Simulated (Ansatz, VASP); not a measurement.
**One calculation of BAs, two programs**

File INCAR:

```
SYSTEM = BAs
PREC = Accurate
ENCUT = 600
EDIFF = 1E-6
ISMEAR = -1
SIGMA = 0.05
LREAL = .False.
LASPH = .True.
NELM = 60
ALGO = Normal
ISIF = 3
LWAVE = .False.
LCHARG = .False.
GGA = PE
IVDW = 13
IBRION = 2
NSW = 60
EDIFFG = -0.01
```

File KPOINTS:

```
Automatic mesh
0
Gamma
  10 10 10
  0 0 0
```

Contents of POSCAR:

```
BAs
1.0
    0.0000000000      2.3885000000      2.3885000000
    2.3885000000      0.0000000000      2.3885000000
    2.3885000000      2.3885000000      0.0000000000
As B
1 1
Direct
    0.7500000000      0.7500000000      0.7500000000
    0.0000000000      0.0000000000      0.0000000000
```

File input.yaml:

```yaml
crystal:
  lattice:
    - [0.0, 2.3885, 2.3885]
    - [2.3885, 0.0, 2.3885]
    - [2.3885, 2.3885, 0.0]
  atoms:
    - { symbol: As, position: [0.75, 0.75, 0.75] }
    - { symbol: B, position: [0.0, 0.0, 0.0] }
hamiltonian:
  xc: pbe
  pseudopotentials: { kind: paw }
  dispersion: d4
kpoints:
  mp_grid: { grid: [10, 10, 10] }
scf:
  occupations: { method: fermi_dirac, width: 0.05 }
output:
  forces: true
  stress: true
relax:
  f_tol: 0.01
  max_steps: 40
  cell: { stress_tol: 0.05 }
```

Alike in both runs: task relaxation of cell and atoms; functional PBE; dispersion D4; k mesh 10 × 10 × 10; occupations fermi-dirac, width 0.05 eV; no spin polarisation.

```csv
,VASP,Ansatz
version,VASP 6.6.1,Ansatz 0.2.0
potentials or method,"VASP PAW PBE potentials, release 64 (As, B)",Ansatz PAW
plane-wave cutoff (eV),600,420
valence electrons in the cell,8,18
```

Ansatz gave:

| Property | Result |
| --- | --- |
| relaxed volume (Å³/atom) | 13.46 |
| relaxed cell length with the largest relative difference (Å) | 3.364 |

Q: What did VASP give for the same quantities?

A: Relaxed volume (Å³/atom): 13.53; relaxed cell length with the largest relative difference (Å): 3.370.

VASP's potentials hold 8 valence electrons a cell and Ansatz's 18, so a difference there can come from the potentials and not from the codes.

Noted on Ansatz's run: the plane-wave basis is chosen anew once the cell has moved, so the energies of steps on either side of that aren't comparable.
